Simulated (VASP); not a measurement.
Crystal: MgO.

```xyz
2
Lattice="0.0000 2.1100 2.1100 2.1100 0.0000 2.1100 2.1100 2.1100 0.0000" Properties=species:S:1:pos:R:3 pbc="T T T"
Mg    0.0000    0.0000    0.0000
O     2.1100    2.1100    2.1100
```

| Property | Result |
| --- | --- |
| Program | VASP 6.6.1 |
| Task | relaxation of cell and atoms |
| Functional | LDA |
| Potentials or basis | VASP PAW LDA potentials, release 64 (Mg, O) |
| Cutoff | 600 eV |
| k mesh | 10 × 10 × 10 |
| Occupations | gaussian, width 0.02 eV |
| Spin | no spin polarisation |

At the start: pressure -8.8 GPa; volume 9.39 Å³/atom.

Q: How do energy, volume and symmetry change on relaxing?

A: Over 3 steps the energy falls by 14.4 meV/atom and the volume is 8.89 Å³/atom (-5.4 %); space group Fm-3m (No. 225, to 0.1 Å) before and after.

The path:
```
step  energy change (eV)  largest force (eV/Å)  pressure (GPa)  volume (Å³)
   1              0.0000                0.0000           -8.79        18.79
   2             -0.0246                0.0000            3.84        17.42
   3             -0.0289                0.0000            0.01        17.78
```

Final structure:
```
Mg O
1.0
     0.00000    2.07166    2.07166
     2.07166    0.00000    2.07166
     2.07166    2.07166    0.00000
Mg O
1 1
Direct
  0.00000 0.00000 0.00000
  0.50000 0.50000 0.50000
```
